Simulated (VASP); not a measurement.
A run of VASP 6.6.1:

File INCAR:

```
PREC = Accurate
ENCUT = 520
EDIFF = 1E-6
ISMEAR = 0
SIGMA = 0.1
LREAL = False
LASPH = True
NELM = 100
ALGO = Fast
ISIF = 2
LWAVE = False
LCHARG = False
LDIPOL = True
IDIPOL = 3
DIPOL = 0.5 0.5 0.344
GGA = PS
IBRION = 2
NSW = 36
EDIFFG = -0.025
```

The input KPOINTS:

```
Automatic mesh
0
Gamma
  9 7 1
```

The input POSCAR:

```
Ti4C
1.0
    2.8676282151      0.0000000000      0.0000000000
    0.0000000000      4.0554387137      0.0000000000
    0.0000000000      0.0000000000     19.6054200203
Ti C
4 1
Selective dynamics
Direct
    0.5000000000      0.5000000000      0.2040252132  F F F
    0.0000000000      0.0000000000      0.2771587704  F F F
    0.5000000000      0.5000000000      0.3434213386  F F F
    0.0000000000      0.0000000000      0.4134275120  F F F
    0.5000000000      0.1000000000      0.4817759584  F F T
```

Potentials or basis: VASP PAW PBE potentials, release 64 (Ti_sv, C).

Command:

```bash
$ cat potpaw_PBE.64/Ti_sv/POTCAR potpaw_PBE.64/C/POTCAR > POTCAR
$ mpirun -np 1 vasp_std > vasp.out
```

Hardware: 1 thread of Oxide Virtual Turin-like Processor, with other jobs on the host.

Task: Estimate the wall time of this run.

Result: Run time: 66 min on 1 thread of Oxide Virtual Turin-like Processor, on a shared host, peak memory 0.37 GiB. Counts: scf iterations 233, k points 20, ion steps 6.
